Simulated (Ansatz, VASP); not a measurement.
**Al in VASP and in Ansatz**

```
Al
1.0
    -1.59122    1.59122    1.59122
     1.59122   -1.59122    1.59122
     1.59122    1.59122   -1.59122
Al
1
Direct
  0.00000 0.00000 0.00000
```

Alike in both runs: task single point; functional b88 exchange, pbe correlation; k mesh 12 × 12 × 12; no spin polarisation.

```csv
,VASP,Ansatz
version,VASP 6.6.1,Ansatz 0.2.0
potentials or method,"VASP PAW PBE potentials, release 64 (Al)",SG15 NC
plane-wave cutoff (eV),500,816
occupations,"methfessel-paxton of order 1, width 0.01 eV","cold, width 0.01 eV"
valence electrons in the cell,3,11
```

Ansatz gave:

```
gap on the k mesh at the Fermi level (eV) : none
pressure (GPa)                            : 5.4
```

Problem. Estimate VASP's values.

Solution. gap on the k mesh at the Fermi level (eV): none; pressure (GPa): 4.4.

VASP's potentials were made for PBE, not for b88 exchange, pbe correlation. A gap of «none» marks a metal or a gap that the smearing closes. VASP's potentials hold 3 valence electrons a cell and Ansatz's 11, so a difference there can come from the potentials and not from the codes.

Noted on Ansatz's run: the potentials were made for another functional, which shifts forces and pressure; Pulay correction over one GPa.
